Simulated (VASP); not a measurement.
# Ag in VASP: a series of runs, part 2 of 2

VASP 6.6.1.

## 3. Single point, PBE (uniaxial strain along a: +1.5 %)

INCAR reads:

```
PREC = Accurate
ENCUT = 520
EDIFF = 1E-7
ISMEAR = 0
SIGMA = 0.1
LREAL = F
LASPH = T
NELM = 100
ALGO = Fast
ISIF = 2
LWAVE = F
LCHARG = F
GGA = PE
NBANDS = 18
```

KPOINTS reads:

```
Automatic mesh
0
Gamma
  18 18 12
```

POSCAR reads:

```
Ag
1.0
    2.1048553496      2.1048553496      0.0000000000
   -2.0659725537      2.0659725537      0.0000000000
    0.0000000000      0.0000000000      4.1319451074
Ag
2
Direct
    0.0000000000      0.0000000000      0.0000000000
    0.5000000000      0.5000000000      0.5000000000
```

Potentials or basis: VASP PAW PBE potentials, release 64 (Ag).

Run with:

```sh
$ cat potpaw_PBE.64/Ag/POTCAR > POTCAR
$ mpirun -np 1 vasp_std > vasp.out
```

OUTCAR:

```text
PREC = Accurate
   ENCUT = 520
   EDIFF = 1E-7
   ISMEAR = 0
   LREAL = F
   LASPH = T
   NELM = 100
   ISIF = 2
   GGA = PE

 ion  position               nearest neighbor table
   1  0.000  0.000  0.000-   2 2.94   2 2.94   2 2.94   2 2.94   2 2.94   2 2.94   2 2.94   2 2.94

   2  0.500  0.500  0.500-   1 2.94   1 2.94   1 2.94   1 2.94   1 2.94   1 2.94   1 2.94   1 2.94

  LATTYP: Found a simple orthorhombic cell.
 ALAT       =     2.9217264049
 B/A-ratio  =     1.0188205772
 C/A-ratio  =     1.4142135624

  Lattice vectors:

 A1 = (   2.0659725537,  -2.0659725537,   0.0000000000)
 A2 = (   2.1048553496,   2.1048553496,   0.0000000000)
 A3 = (   0.0000000000,   0.0000000000,   4.1319451074)

Analysis of symmetry for initial positions (statically):
=====================================================================
 Subroutine PRICEL returns following result:

  LATTYP: Found a body centered orthorhombic cell.
 ALAT       =     2.9217264049
 B/A-ratio  =     1.0188205772
 C/A-ratio  =     1.4142135624

  Lattice vectors:

 A1 = (   2.0854139517,   0.0194413980,  -2.0659725537)
 A2 = (  -2.0854139517,  -0.0194413980,  -2.0659725537)
 A3 = (   0.0194413980,   2.0854139517,   2.0659725537)

   2 primitive cells build up your supercell.

 Routine SETGRP: Setting up the symmetry group for a
 simple orthorhombic supercell.

 Subroutine GETGRP returns: Found  8 space group operations
 (whereof  8 operations were pure point group operations)
 out of a pool of  8 trial point group operations.

The static configuration has the point symmetry D_2h.

Analysis of symmetry for dynamics (positions and initial velocities):
=====================================================================
 Subroutine PRICEL returns following result:

  LATTYP: Found a body centered orthorhombic cell.
 ALAT       =     2.9217264049
 B/A-ratio  =     1.0188205772
 C/A-ratio  =     1.4142135624

  Lattice vectors:

 A1 = (   2.0854139517,   0.0194413980,  -2.0659725537)
 A2 = (  -2.0854139517,  -0.0194413980,  -2.0659725537)
 A3 = (   0.0194413980,   2.0854139517,   2.0659725537)

   2 primitive cells build up your supercell.

 Routine SETGRP: Setting up the symmetry group for a
 simple orthorhombic supercell.

 Subroutine GETGRP returns: Found  8 space group operations
 (whereof  8 operations were pure point group operations)
 out of a pool of  8 trial point group operations.

The dynamic configuration has the point symmetry D_2h.

 Subroutine INISYM returns: Found  8 space group operations
 (whereof  8 operations are pure point group operations),
 and found     2 'primitive' translations

----------------------------------------------------------------------------------------

                                     Primitive cell

  volume of cell :      17.9681

  direct lattice vectors                    reciprocal lattice vectors
     2.085413952  0.019441398 -2.065972554     0.237546015  0.237546015 -0.242016768
    -2.085413952 -0.019441398 -2.065972554    -0.242016768  0.242016768 -0.242016768
[... 29 lines left out ...]

  Shift w.r.t. Gamma in fractional coordinates (k-lattice)
     0.000000000  0.000000000  0.000000000

 Subroutine IBZKPT returns following result:
 ===========================================

 Found    700 irreducible k-points:

 Following reciprocal coordinates:
            Coordinates               Weight
  0.000000  0.000000  0.000000      1.000000
  0.055556  0.000000  0.000000      2.000000
  0.111111  0.000000  0.000000      2.000000
  0.166667  0.000000  0.000000      2.000000
  0.222222  0.000000  0.000000      2.000000
  0.277778  0.000000  0.000000      2.000000
[... 16 lines left out ...]
  0.111111  0.111111  0.000000      4.000000
  0.166667  0.111111  0.000000      4.000000
 [... further k-points ...]
   k-points           NKPTS =    700   k-points in BZ     NKDIM =    700   number of bands    NBANDS=     18
   number of dos      NEDOS =    301   number of ions     NIONS =      2
   total plane-waves  NPLWV =  18432
   dimension x,y,z NGX =    24 NGY =   24 NGZ =   32
   dimension x,y,z NGXF=    48 NGYF=   48 NGZF=   64
   ions per type =               2
   NGX,Y,Z   is equivalent  to a cutoff of  13.40, 13.66, 12.87 a.u.
   NGXF,Y,Z  is equivalent  to a cutoff of  26.81, 27.31, 25.75 a.u.
 SYSTEM =  unknown system
   PREC   = accura    normal or accurate (medium, high low for compatibility)
   ISTART =      0    job   : 0-new  1-cont  2-samecut
   ICHARG =      2    charge: 1-file 2-atom 10-const
   ISPIN  =      1    spin polarized calculation?
   LNONCOLLINEAR =      F non collinear calculations
   LSORBIT =      F    spin-orbit coupling
   LASPH  =      T    aspherical Exc in radial PAW
   ENCUT  =  520.0 eV  38.22 Ry    6.18 a.u.   5.53  5.43  7.68*2*pi/ulx,y,z
   NELM   =    100;   NELMIN=  2; NELMDL= -5     # of ELM steps
   EDIFF  = 0.1E-06   stopping-criterion for ELM
   LREAL  =      F    real-space projection
   EDIFFG = 0.1E-05   stopping-criterion for IOM
   NSW    =      0    number of steps for IOM
   IBRION =     -1    ionic relax: 0-MD 1-quasi-New 2-CG
   NFREE  =      0    steps in history (QN), initial steepest desc. (CG)
   ISIF   =      2    stress and relaxation
   ISYM   =      2    0-nonsym 1-usesym 2-fastsym
   POTIM  = 0.5000    time-step for ionic-motion
   TEBEG  =    0.0;   TEEND  =   0.0 temperature during run
   PSTRESS=    0.0 pullay stress
   NELECT =      22.0000    total number of electrons
   NUPDOWN=      -1.0000    fix difference up-down
   EMIN   =  10.00;   EMAX   =-10.00  energy-range for DOS
   EFERMI =   0.00;   METHOD = LEGACY
   ISMEAR =     0;   SIGMA  =   0.10  broadening in eV -4-tet -1-fermi 0-gaus
   EFERMI_NEDOS =   21; number of points for ismear=-14 and -15
   IALGO  =     68    algorithm
   IMIX   =      4    mixing-type and parameters
     AMIX     =   0.40;   BMIX     =  1.00
     AMIX_MAG =   1.60;   BMIX_MAG =  1.00
  volume/ion in A,a.u.               =      17.97       121.25
  Fermi-wavevector in a.u.,A,eV,Ry     =   1.390076  2.626863 26.290699  1.932312
  Thomas-Fermi vector in A             =   2.514046
   LORBIT       =      0    0 simple, 1 ext, 2 COOP (PROOUT), +10 PAW based schemes
   GGA     = PE    functional components
   LHFCALC =     F    Hartree Fock is set to
   AEXX    =    0.0000 exact exchange contribution
   IVDW    =     0    specifies the selected vdW correction
   LEPSILON=     F    determine dielectric tensor
   LRPA    =     F    only Hartree local field effects (RPA)
 non-spin polarized calculation
 RMM-DIIS sequential band-by-band and
 Gauss-broadening in eV      SIGMA  =   0.10
  energy-cutoff  :      520.00
  volume of cell :       35.94
 maximum number of plane-waves:       999
 NGX is ok and might be reduce to    24

 number of electron      22.0000010 magnetization

 Free energy of the ion-electron system (eV)
  ---------------------------------------------------
  ext. energy  EPLUGINS =         0.00000000
  ---------------------------------------------------
  free energy    TOTEN  =        -5.43617886 eV

  energy without entropy =       -5.43377302  energy(sigma->0) =       -5.43497594

 E-fermi :   7.7527     XC(G=0): -11.8990

 val. band max:        7.7516321348   @ k =   0.4444   0.0000   0.4167
 cond. band min:       7.7609855759   @ k =   0.1667   0.5000   0.1667
 fundamental gap:      0.0093534411
 Fermi energy:         7.7526776852

 k-point     1 :       0.0000    0.0000    0.0000
  band No.  band energies     occupation
      1       0.3322      2.00000
      2       1.6101      2.00000
      3       1.7371      2.00000
      4       3.0274      2.00000
      5       3.1301      2.00000
      6       3.1375      2.00000
[... 481 lines left out ...]
      5       3.3626      2.00000
      6       3.3671      2.00000
[... 10 lines left out ...]
     17      23.9357      0.00000
     18      25.2798      0.00000

 [... further k-points ...]

------------------------ aborting loop because EDIFF is reached ----------------------------------------

  FORCE on cell =-STRESS in cart. coord.  units (eV):
  Direction    XX          YY          ZZ          XY          YZ          ZX
  --------------------------------------------------------------------------------------
  -------------------------------------------------------------------------------------
  Total       -0.1423773     -0.1423773     -0.1246171     -0.1889892      0.0000000      0.0000000
  in kB       -6.3477516     -6.3477516     -5.5559293     -8.4258979      0.0000000      0.0000000
  external PRESSURE =      -6.0838108 kB  Pullay stress =       0.0000000 kB

 VOLUME and BASIS-vectors are now :
 -----------------------------------------------------------------------------
  energy-cutoff  :      520.00
  volume of cell :       35.94
      direct lattice vectors                 reciprocal lattice vectors
     2.104855350  2.104855350  0.000000000     0.237546015  0.237546015  0.000000000
    -2.065972554  2.065972554  0.000000000    -0.242016768  0.242016768  0.000000000
     0.000000000  0.000000000  4.131945107     0.000000000  0.000000000  0.242016768

 POSITION                                       TOTAL-FORCE (eV/Angst)
 -----------------------------------------------------------------------------------
      0.00000      0.00000      0.00000         0.000000     -0.000000      0.000000
      0.01944      2.08541      2.06597        -0.000000      0.000000     -0.000000
 -----------------------------------------------------------------------------------
    total drift:                               -0.000000      0.000000     -0.000000

  FREE ENERGIE OF THE ION-ELECTRON SYSTEM (eV)
  ---------------------------------------------------
  free  energy   TOTEN  =        -5.4361788644 eV

  energy  without entropy=       -5.4337730164  energy(sigma->0) =       -5.43497594
```

OSZICAR:

```text
N       E                     dE             d eps       ncg     rms          rms(c)
DAV:   1     0.126968556943E+03    0.12697E+03   -0.11403E+04 25384   0.119E+03
DAV:   2    -0.380490482097E+01   -0.13077E+03   -0.12421E+03 26322   0.266E+02
DAV:   3    -0.590541733986E+01   -0.21005E+01   -0.20935E+01 28730   0.380E+01
DAV:   4    -0.591300441119E+01   -0.75871E-02   -0.75863E-02 27682   0.226E+00
DAV:   5    -0.591307814202E+01   -0.73731E-04   -0.73729E-04 27462   0.233E-01    0.645E+00
RMM:   6    -0.545263794643E+01    0.46044E+00   -0.10997E+00 25253   0.851E+00    0.422E+00
RMM:   7    -0.544089654145E+01    0.11741E-01   -0.20044E-02 26307   0.141E+00    0.249E+00
RMM:   8    -0.543621525834E+01    0.46813E-02   -0.16681E-03 26372   0.355E-01    0.239E-01
RMM:   9    -0.543617146760E+01    0.43791E-04   -0.33298E-04 27369   0.147E-01    0.855E-02
RMM:  10    -0.543617679022E+01   -0.53226E-05   -0.40111E-05 27191   0.486E-02    0.355E-02
RMM:  11    -0.543617883126E+01   -0.20410E-05   -0.10466E-05 27306   0.207E-02    0.101E-02
RMM:  12    -0.543617886441E+01   -0.33152E-07   -0.83439E-07 24158   0.659E-03
   1 F= -.54361789E+01 E0= -.54349759E+01  d E =-.240585E-02
```

It took 92 s on 1 thread of Intel Xeon 6975P-C (Granite Rapids), shared host; peak memory 0.44 GiB.

What came out:

```yaml
Free_energy: -5.4362 eV
Pressure: -0.6 GPa
Band_gap_on_the_k_mesh: zero (bands 11 and 12 overlap by 9.06 eV)
```

Caveat: the cell differs from its parent crystal (uniaxial strain along a: +1.5 %).

## 4. Single point, PBE (uniaxial strain along a: +3.0 %, then relaxed in part)

INCAR reads:

```
PREC = Accurate
ENCUT = 520
EDIFF = 1E-6
ISMEAR = 0
SIGMA = 0.1
LREAL = F
LASPH = T
NELM = 100
ALGO = Fast
ISIF = 2
LWAVE = F
LCHARG = T
GGA = PE
LELF = T
LVHAR = T
NBANDS = 18
```

KPOINTS reads:

```
regular mesh
0
Gamma
  18 18 12
```

POSCAR reads:

```
Ag
1.0
    2.1359615863      2.1359615863      0.0000000000
   -2.0785623441      2.0785623441      0.0000000000
    0.0000000000      0.0000000000      4.0570673621
Ag
2
Direct
    0.0000000000      0.0000000000      0.0000000000
    0.5000000000      0.5000000000      0.5000000000
```

Run with:

```sh
$ cat potpaw_PBE.64/Ag/POTCAR > POTCAR
$ mpirun -np 1 vasp_std > vasp.out
```

It took 94 s on 1 thread of Intel Xeon 6975P-C (Granite Rapids), shared host; peak memory 0.45 GiB.

The run converged. Its results:

| Quantity | Value |
| --- | --- |
| Free energy | -5.4312 eV |
| Pressure | -0.8 GPa |
| Band gap on the k mesh | zero (bands 11 and 12 overlap by 9.08 eV) |

Stress tensor (GPa, compression positive):
```
-1.14 -1.11  0.00
-1.11 -1.14  0.00
 0.00  0.00 -0.01
```

Levels at points of the mesh, in eV from the Fermi level:
```tsv
k point	band 7	band 8	band 9	band 10	band 11	band 12	band 13	band 14	band 15	band 16
(0.00, 0.00, 0.00)	-3.82	-3.60	-3.02	-2.80	-2.78	2.05	6.90	9.45	10.39	15.63
(0.50, 0.00, 0.00)	-4.00	-4.00	-3.71	-3.71	-0.93	-0.93	9.05	9.05	9.30	9.30
(0.00, 0.50, 0.00)	-4.15	-4.15	-3.77	-3.77	-0.61	-0.61	9.34	9.34	9.48	9.48
(0.50, 0.50, 0.00)	-2.87	-2.87	-2.74	-2.74	1.42	1.42	6.00	6.00	10.58	10.58
(0.00, 0.00, 0.50)	-3.86	-3.86	-3.54	-3.54	-3.43	-3.43	13.46	13.46	14.35	14.35
(0.50, 0.00, 0.50)	-3.10	-3.10	-2.92	-2.92	-0.37	-0.37	3.11	3.11	15.18	15.18
(0.00, 0.50, 0.50)	-2.98	-2.98	-2.96	-2.96	-0.19	-0.19	3.46	3.46	14.81	14.81
(0.50, 0.50, 0.50)	-3.69	-3.69	-2.88	-2.88	5.65	5.65	5.81	5.81	6.36	6.36
```

Caveat: the cell differs from its parent crystal (uniaxial strain along a: +3.0 %, then relaxed in part).

## 5. Single point, PBE (uniaxial strain along a: +3.0 %)

INCAR reads:

```
SYSTEM = Ag
PREC     = Accurate       ! precision mode
ENCUT    = 520            ! plane-wave cutoff, eV
EDIFF    = 1E-7           ! SCF threshold, eV
ISMEAR   = 0              ! smearing method
SIGMA    = 0.1            ! smearing width, eV
LREAL    = .False.        ! projectors in reciprocal space
LASPH    = .True.         ! aspherical terms in the spheres
NELM     = 60             ! most SCF steps
ALGO     = Fast           ! electronic algorithm
ISIF     = 2              ! what is computed and relaxed
LWAVE    = .False.        ! write WAVECAR
LCHARG   = .False.        ! write CHGCAR
GGA      = PE             ! functional
NBANDS   = 18             ! bands
```

KPOINTS reads:

```
Automatic mesh
0
Gamma
  18 18 12
  0 0 0
```

POSCAR reads:

```
Ag
1.0
    2.1359615863      2.1359615863      0.0000000000
   -2.0581959945      2.0581959945      0.0000000000
    0.0000000000      0.0000000000      4.1163919891
Ag
2
Direct
    0.0000000000      0.0000000000      0.0000000000
    0.5000000000      0.5000000000      0.5000000000
```

Run with:

```sh
$ cat potpaw_PBE.64/Ag/POTCAR > POTCAR
$ mpirun -np 1 vasp_std > vasp.out
```

Run time: 1.8 min. Hardware: 1 thread of Intel Xeon 6975P-C (Granite Rapids), shared host; peak memory 0.45 GiB.

Results (log left out):

| Property | Result |
| --- | --- |
| Free energy | -5.4294 eV |
| Pressure | -1.1 GPa |
| Band gap on the k mesh | zero (bands 11 and 12 overlap by 8.99 eV) |

Stress tensor (GPa, compression positive):
```
-1.25 -1.58  0.00
-1.58 -1.25  0.00
 0.00  0.00 -0.90
```

Levels at points of the mesh, in eV from the Fermi level:
| k point | band 9 | band 10 | band 11 | band 12 | band 13 | band 14 |
| --- | --- | --- | --- | --- | --- | --- |
| (0.00, 0.00, 0.00) | -3.02 | -2.80 | -2.79 | 1.83 | 6.55 | 9.48 |
| (0.50, 0.00, 0.00) | -3.67 | -3.67 | -0.91 | -0.91 | 8.82 | 8.82 |
| (0.00, 0.50, 0.00) | -3.75 | -3.75 | -0.47 | -0.47 | 9.20 | 9.20 |
| (0.50, 0.50, 0.00) | -2.77 | -2.77 | 1.53 | 1.53 | 6.12 | 6.12 |
| (0.00, 0.00, 0.50) | -3.60 | -3.60 | -3.39 | -3.39 | 13.37 | 13.37 |
| (0.50, 0.00, 0.50) | -2.94 | -2.94 | -0.40 | -0.40 | 3.02 | 3.02 |
| (0.00, 0.50, 0.50) | -2.94 | -2.94 | -0.14 | -0.14 | 3.50 | 3.50 |
| (0.50, 0.50, 0.50) | -2.84 | -2.84 | 5.60 | 5.60 | 5.82 | 5.82 |

Caveat: the cell differs from its parent crystal (uniaxial strain along a: +3.0 %).

## 6. Relaxation of cell and atoms, PBE

This run uses another cell than the first one: it holds 1 atom, not 2.

INCAR reads:

```
SYSTEM = Ag
PREC = Accurate ; ENCUT = 600
EDIFF = 1E-6 ; ISMEAR = 0
SIGMA = 0.1 ; LREAL = .FALSE.
LASPH = .TRUE. ; NELM = 80
ALGO = Fast ; ISIF = 3
LWAVE = .FALSE. ; LCHARG = .FALSE.
GGA = PE ; IBRION = 2
NSW = 100 ; EDIFFG = -0.005
```

KPOINTS reads:

```
regular mesh
0
G
  18 18 18
  0 0 0
```

POSCAR reads:

```
Ag
1.0
    0.0000000000      2.0521781806      2.0521781806
    2.0521781806      0.0000000000      2.0521781806
    2.0521781806      2.0521781806      0.0000000000
Ag
1
Direct
    0.0000000000      0.0000000000      0.0000000000
```

Potentials or basis: VASP PAW PBE potentials, release 64 (Ag).

Run with:

```sh
$ cat potpaw_PBE.64/Ag/POTCAR > POTCAR
$ mpirun -np 1 vasp_std > vasp.out
```

Wall time 3.8 min (1 thread of AMD EPYC 7R13, shared host); peak memory 0.15 GiB.

The run converged. Its results:

- Free energy: -2.7202 eV
- Relaxed volume: 17.80 Å³/atom
- Relaxed cell: a = 2.931 Å, b = 2.931 Å, c = 2.931 Å, α = 60.00°, β = 60.00°, γ = 60.00°
- Space group after relaxing (to 0.1 Å): Fm-3m (No. 225)
- Energy gained by relaxing: 4.6 meV/atom
- Ionic steps: 15
- Pressure after relaxing: 0.0 GPa
- Band gap on the k mesh: zero (an odd number of electrons rules out a gap without spin polarisation)

Step by step:
| step | energy change (eV) | largest force (eV/Å) | pressure (GPa) | volume (Å³) |
| --- | --- | --- | --- | --- |
| 1 | 0.0000 | 0.0000 | 3.08 | 17.29 |
| 2 | -0.0030 | 0.0000 | -1.97 | 18.13 |
| 3 | -0.0046 | 0.0000 | -0.12 | 17.80 |
| 4 | -0.0046 | 0.0000 | 0.11 | 17.78 |
| 5 | -0.0046 | 0.0000 | 0.06 | 17.79 |
| 6 | -0.0046 | 0.0000 | 0.06 | 17.79 |
| 7 | -0.0046 | 0.0000 | 0.06 | 17.80 |
| 8 | -0.0046 | 0.0000 | 0.05 | 17.80 |
| 9 | -0.0046 | 0.0000 | 0.05 | 17.80 |
| 10 | -0.0046 | 0.0000 | 0.06 | 17.80 |
| 11 | -0.0046 | 0.0000 | 0.06 | 17.80 |
| 12 | -0.0046 | 0.0000 | 0.05 | 17.80 |
| 13 | -0.0046 | 0.0000 | 0.05 | 17.80 |
| 14 | -0.0046 | 0.0000 | 0.05 | 17.80 |
| 15 | -0.0046 | 0.0000 | 0.03 | 17.80 |

Final structure:
```yaml
crystal:
  lattice:
    - [0.00000, 2.07231, 2.07231]
    - [2.07231, 0.00000, 2.07231]
    - [2.07231, 2.07231, 0.00000]
  atoms:
    - { symbol: Ag, position: [0.00000, 0.00000, 0.00000] }
```

Levels at points of the mesh, in eV from the Fermi level:
```csv
k point,band 4,band 5,band 6,band 7,band 8,band 9
"(0.00, 0.00, 0.00)",-4.62,-3.67,-3.67,15.96,19.28,19.28
"(0.50, 0.00, 0.00)",-2.93,-2.93,-0.25,3.40,15.18,17.46
"(0.50, 0.50, 0.00)",-2.74,-2.74,1.68,6.45,10.48,10.48
```

## 7. Summary

| task | cell | k mesh | cutoff (eV) | gap on the mesh (eV) | pressure (GPa) |
| --- | --- | --- | --- | --- | --- |
| single point | a = 2.977, b = 2.977, c = 4.110 Å, 2 atoms, atomic positions A | 18 × 18 × 12 | 520 | none | -1.7 |
| single point | a = 2.977, b = 2.922, c = 4.132 Å, 2 atoms, atomic positions A | 18 × 18 × 12 | 520 | none | -0.6 |
| single point | a = 3.021, b = 2.940, c = 4.057 Å, 2 atoms, atomic positions A | 18 × 18 × 12 | 520 | none | -0.8 |
| single point | a = 3.021, b = 2.911, c = 4.116 Å, 2 atoms, atomic positions A | 18 × 18 × 12 | 520 | none | -1.1 |
| relaxation of cell and atoms | relaxed from a = 2.902 Å, angles 60.0°, 1 atom, atomic positions B | 18 × 18 × 18 | 600 | none | 0.0 |

Alike in all rows: level PBE; potentials or basis VASP PAW PBE potentials, release 64 (Ag); no spin polarisation; smearing gaussian 0.1 eV.

Total energies depend on the potentials used, so only differences within one code and one set of settings carry meaning.
